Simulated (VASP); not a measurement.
Write the native input for VASP 6.6.1 that does the following.

```
Task                   : single point
Functional             : PBE
Potentials or basis    : VASP PAW PBE potentials, release 64 (Bi_d, H)
Cutoff                 : 520 eV
k mesh                 : 4 × 4 × 4
Occupations            : gaussian, width 0.1 eV
Spin                   : no spin polarisation
Dipole correction      : no
Further INCAR settings : ALGO = Normal; EDIFF = 1e-06; NBANDS = 24
```

The structure of Bi2H3 lies in POSCAR:

```
Bi2H3
1.0
    4.3165551713      0.0000000000      0.0000000000
    0.0000000000      4.3165551713      0.0000000000
    0.0000000000      0.0000000000      4.3165551713
Bi H
2 3
Direct
    0.5000000000      0.5000000000      0.5000000000
    0.0000000000      0.0000000000      0.0000000000
    0.0000000000      0.5000000000      0.5000000000
    0.5000000000      0.0000000000      0.5000000000
    0.5000000000      0.5000000000      0.0000000000
```

One way to write it, as run:

INCAR

```
SYSTEM = Bi2H3
  PREC = Accurate
  ENCUT = 520
  EDIFF = 1E-6
  ISMEAR = 0
  SIGMA = 0.1
  LREAL = .False.
  LASPH = .True.
  NELM = 100
  ALGO = Normal
  ISIF = 2
  LWAVE = .False.
  LCHARG = .False.
  GGA = PE
  NBANDS = 24
```

KPOINTS

```
Automatic mesh
0
Gamma
  4 4 4
  0 0 0
```

Potentials or basis: VASP PAW PBE potentials, release 64 (Bi_d, H).

Run with:

```bash
$ cat potpaw_PBE.64/Bi_d/POTCAR potpaw_PBE.64/H/POTCAR > POTCAR
$ mpirun -np 1 vasp_std > vasp.out
```

Results of the run:

```
Pressure : -0.3 GPa
```

Caveat: the k points lie up to 0.36 Å⁻¹ apart.

It took 15 s on 1 thread of Intel(R) Xeon(R) Platinum 8488C (Sapphire Rapids), with other jobs on the host, peak memory 0.18 GiB.
